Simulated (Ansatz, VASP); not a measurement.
**Two plane-wave programs on CoSi**

```
Co Si
1.0
     0.00000    1.87217    1.87217
     1.87217    0.00000    1.87217
     1.87217    1.87217    0.00000
Co Si
1 1
Direct
  0.00000 0.00000 0.00000
  0.50000 0.50000 0.50000
```

Change from the starting cell: volume scaled by 0.55, PAW files.

Alike in both runs: task single point; functional LDA; k mesh 14 × 14 × 14; occupations fermi-dirac, width 0.1 eV; no spin polarisation.

|  | VASP | Ansatz |
| --- | --- | --- |
| version | VASP 6.6.1 | Ansatz 0.2.0 |
| potentials or method | VASP PAW LDA potentials, release 64 (Co, Si) | PAW with Ansatz's default frozen-core files, scalar-relativistic |
| plane-wave cutoff (eV) | 520 | 420 |
| valence electrons in the cell | 13 | 21 |

```csv
,VASP,Ansatz,Ansatz less VASP
pressure (GPa),405.9,391.7,-14.22
```

LDA's correlation is that of Perdew and Zunger in VASP and of Perdew and Wang (1992) in Ansatz. Both programs put the cell under a high pressure, so it lies far from rest at this level. VASP's potentials hold 13 valence electrons a cell and Ansatz's 21, so a difference there can come from the potentials and not from the codes.

Noted on VASP's run: the cell as given lies far from equilibrium.
